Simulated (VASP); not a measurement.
Wanted: the native input for a VASP 6.6.1 run.

```
Task                   : single point
Functional             : r2SCAN
Potentials or basis    : VASP PAW PBE potentials, release 64 (C)
Cutoff                 : 520 eV
k mesh                 : 14 × 14 × 14
Occupations            : gaussian, width 0.05 eV
Spin                   : no spin polarisation
Dipole correction      : no
Further INCAR settings : ALGO = Normal; EDIFF = 1e-06; NBANDS = 11
```

C:

```xyz
2
Lattice="0.0000 2.1906 3.5083 1.2648 0.0000 3.5083 1.2648 2.1906 0.0000" Properties=species:S:1:pos:R:3 pbc="T T T"
C     1.2648    0.7303    3.5083
C     1.2648    3.6508    3.5083
```

This cell differs from its parent crystal: strain +0.030 along x and y, -0.015 along z.

These files were run (other wordings do the same):

POSCAR

```
C
1.0
    0.0000000000      2.1905592358      3.5083372064
    1.2647588402      0.0000000000      3.5083372064
    1.2647588402      2.1905592358      0.0000000000
C
2
Direct
    0.1667039277      0.8332960723      0.1667039277
    0.8332960723      0.1667039277      0.8332960723
```

INCAR.step1

```
SYSTEM = C
PREC     = Accurate       ! precision mode
ENCUT    = 520            ! plane-wave cutoff, eV
ISMEAR   = 0              ! smearing method
SIGMA    = 0.05           ! smearing width, eV
LREAL    = .FALSE.        ! projectors in reciprocal space
LASPH    = .TRUE.         ! aspherical terms in the spheres
NELM     = 80             ! most SCF steps
NBANDS   = 11             ! bands
GGA      = PE             ! functional
ALGO     = Normal         ! electronic algorithm
EDIFF    = 1E-4           ! SCF threshold, eV
LWAVE    = .TRUE.         ! write WAVECAR
LCHARG   = .FALSE.        ! write CHGCAR
```

INCAR.step2

```
SYSTEM = C
PREC     = Accurate       ! precision mode
ENCUT    = 520            ! plane-wave cutoff, eV
EDIFF    = 1E-6           ! SCF threshold, eV
ISMEAR   = 0              ! smearing method
SIGMA    = 0.05           ! smearing width, eV
LREAL    = .FALSE.        ! projectors in reciprocal space
LASPH    = .TRUE.         ! aspherical terms in the spheres
NELM     = 80             ! most SCF steps
ALGO     = Normal         ! electronic algorithm
ISIF     = 2              ! what is computed and relaxed
LWAVE    = .FALSE.        ! write WAVECAR
LCHARG   = .TRUE.         ! write CHGCAR
METAGGA  = R2SCAN         ! meta-GGA
LMIXTAU  = .TRUE.       
LELF     = .TRUE.         ! ELF
LVHAR    = .TRUE.       
NBANDS   = 11             ! bands
ISTART   = 1
```

KPOINTS

```
regular mesh
0
G
  14 14 14
  0 0 0
```

Potentials or basis: VASP PAW PBE potentials, release 64 (C).

Run with:

```sh
$ cat potpaw_PBE.64/C/POTCAR > POTCAR
$ cp INCAR.step1 INCAR
$ mpirun -np 1 vasp_std > vasp.out
$ cp INCAR.step2 INCAR
$ mpirun -np 1 vasp_std > vasp.out
```

Results of the run:

```
Pressure               : -20.6 GPa
Largest force          : 0.008 eV/Å
Band gap on the k mesh : 0.47 eV, indirect (least direct gap 0.57 eV)
```

Caveat: the cell differs from its parent crystal (strain +0.030 along x and y, -0.015 along z); the PAW data sets were made with another functional, which shifts forces and pressure a little.

Wall time 6.3 min on 1 thread of AMD EPYC 7R13 Processor (Zen 3), on a shared host, peak memory 0.17 GiB.
